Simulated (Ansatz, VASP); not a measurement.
Ge in VASP and in Ansatz

Contents of INCAR:

```
SYSTEM = Ge
ALGO     = Normal         ! electronic algorithm
DIPOL    = 0.5 0.5 0.500
EDIFF    = 1E-6           ! SCF threshold, eV
ENCUT    = 520            ! plane-wave cutoff, eV
GGA      = CA             ! functional
IDIPOL   = 3            
ISIF     = 2              ! what is computed and relaxed
ISMEAR   = 0              ! smearing method
LASPH    = .True.         ! aspherical terms in the spheres
LCHARG   = .True.         ! write CHGCAR
LDIPOL   = .True.       
LELF     = .True.         ! ELF
LREAL    = .False.        ! projectors in reciprocal space
LVACPOTAV= .True.       
LVHAR    = .True.       
LWAVE    = .False.        ! write WAVECAR
NBANDS   = 21             ! bands
NELM     = 60             ! most SCF steps
PREC     = Accurate       ! precision mode
SIGMA    = 0.1            ! smearing width, eV
```

Contents of KPOINTS:

```
k-points
0
Gamma
  12 12 1
  0 0 0
```

Contents of POSCAR:

```
Ge
1.0
    4.0220000000      0.0000000000      0.0000000000
   -2.0110000000      3.4831541740      0.0000000000
    0.0000000000      0.0000000000     28.0000000000
Ge
2
Direct
    0.3333333333      0.6666666667      0.5153035714
    0.6666666667      0.3333333333      0.4846964286
```

Input for Ansatz:

```yaml
crystal:
  lattice:
    - [4.022, 0.0, 0.0]
    - [-2.011, 3.483154174, 0.0]
    - [0.0, 0.0, 28.0]
  atoms:
    - { symbol: Ge, position: [0.3333333333, 0.6666666667, 0.5153035714] }
    - { symbol: Ge, position: [0.6666666667, 0.3333333333, 0.4846964286] }
  periodic: [true, true, false]
basis:
  ecutwfc: 420
kpoints:
  mp_grid: { grid: [12, 12, 1] }
hamiltonian:
  xc: lda
  pseudopotentials: { kind: paw, azcp: { folder: soft_1 } }
scf:
  occupations: { method: gaussian, width: 0.1 }
output:
  forces: true
  stress: true
  eigenvalues: true
```

Alike in both runs: task single point; functional LDA; k mesh 12 × 12 × 1; occupations gaussian, width 0.1 eV; no spin polarisation.

|  | VASP | Ansatz |
| --- | --- | --- |
| version | VASP 6.6.1 | Ansatz 0.2.0 |
| potentials or method | VASP PAW LDA potentials, release 64 (Ge_d), cutoff 520 eV | scalar-relativistic, plane waves, PAW |
| valence electrons in the cell | 28 | 28 |

VASP gave:

```
gap on the k mesh at the Fermi level (eV)  : none
rms of the force components (eV/Å)         : 0.574
work function, face that differs most (eV) : 4.69
```

Task: Which values does Ansatz return?

Result: gap on the k mesh at the Fermi level (eV): none; rms of the force components (eV/Å): 0.582; work function, face that differs most (eV): 4.68.

Ansatz warns that its potentials were made for another functional, while VASP's fit it. LDA's correlation is that of Perdew and Zunger in VASP and of Perdew and Wang (1992) in Ansatz. Atom by atom the forces differ by 0.008 eV/Å (rms over components). A gap of «none» marks a metal or a gap that the smearing closes.
